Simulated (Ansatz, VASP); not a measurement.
**One calculation of CO2, two programs**

```
O C
1.0
     4.22721    0.00000    0.00000
     0.00000    4.22721    0.00000
     0.00000    0.00000    4.68777
O C
4 2
Direct
  0.80483 0.80483 0.00000
  0.19517 0.19517 0.00000
  0.69517 0.30483 0.50000
  0.30483 0.69517 0.50000
  0.00000 0.00000 0.00000
  0.50000 0.50000 0.50000
```

Alike in both runs: task relaxation of cell and atoms; functional BLYP; k mesh 6 × 6 × 6; occupations fermi-dirac, width 0.05 eV; no spin polarisation.

|  | VASP | Ansatz |
| --- | --- | --- |
| version | VASP 6.6.1 | Ansatz 0.2.0 |
| potentials or method | VASP PAW PBE potentials, release 64 (O, C) | Ansatz PAW |
| plane-wave cutoff (eV) | 600 | 420 |
| valence electrons in the cell | 32 | 32 |

VASP gave:

| Property | Result |
| --- | --- |
| gap on the k mesh at the Fermi level, each at its own relaxed structure (eV) | 6.41 |
| relaxed volume (Å³/atom) | 18.45 |
| relaxed cell length with the largest relative difference (Å) | 4.703 |

What did Ansatz give for the same quantities?

gap on the k mesh at the Fermi level, each at its own relaxed structure (eV): 6.51; relaxed volume (Å³/atom): 23.73; relaxed cell length with the largest relative difference (Å): 5.161.

VASP's potentials were made for PBE, not for BLYP. One of these differences is far larger than is usual between the two programs; its cause wasn't traced.

Noted on VASP's run: the standard files for N, O and F lose accuracy on very short bonds; the volume moved by over 15 % at a fixed basis, so the end points are rough. Noted on Ansatz's run: the volume moved by over 15 % at a fixed basis, so the end points are rough; the plane-wave basis is chosen anew once the cell has moved, so the energies of steps on either side of that aren't comparable.
